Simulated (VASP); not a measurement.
## Sn: single point with PBEsol

The system is Sn, a slab with vacuum.

```
Sn
1.0
     4.62558    0.00000    0.00000
    -2.31279    4.00587    0.00000
     0.00000    0.00000   23.49773
Sn
6
Direct
  0.33333 0.66667 0.31918
  0.00000 0.00000 0.35936
  0.00000 0.00000 0.47991
  0.66667 0.33333 0.52009
  0.66667 0.33333 0.64064
  0.33333 0.66667 0.68082
```

```yaml
Program: VASP 6.6.1
Task: single point
Functional: PBEsol
Potentials_or_basis: VASP PAW PBE potentials, release 64 (Sn_d)
Cutoff: 400 eV
k_mesh: 9 × 9 × 1
Occupations: gaussian, width 0.1 eV
Spin: no spin polarisation
```

```json
{"Largest force": "0.233 eV/Å", "Band gap on the k mesh": "zero (band 42 reaches 0.29 eV, above the bottom of band 43 at 0.12 eV)"}
```

Forces on the atoms (eV/Å):
```
Sn   0.000  0.000  0.008
Sn   0.000  0.000 -0.233
Sn   0.000  0.000  0.185
Sn   0.000  0.000 -0.185
Sn   0.000  0.000  0.233
Sn   0.000  0.000 -0.008
```

Levels at points of the mesh, in eV from the Fermi level:
| k point | band 39 | band 40 | band 41 | band 42 | band 43 | band 44 | band 45 | band 46 |
| --- | --- | --- | --- | --- | --- | --- | --- | --- |
| (0.00, 0.00, 0.00) | -0.21 | -0.21 | 0.19 | 0.19 | 0.23 | 0.55 | 0.93 | 1.09 |

Wall time 6.8 min on 1 thread of Intel(R) Xeon(R) Platinum 8488C (Sapphire Rapids) (shared host), peak memory 0.41 GiB.

Caveat: the PAW data sets were made with another functional, which shifts forces and pressure a little; spin-orbit coupling is left out, which moves the levels of the heavy elements.
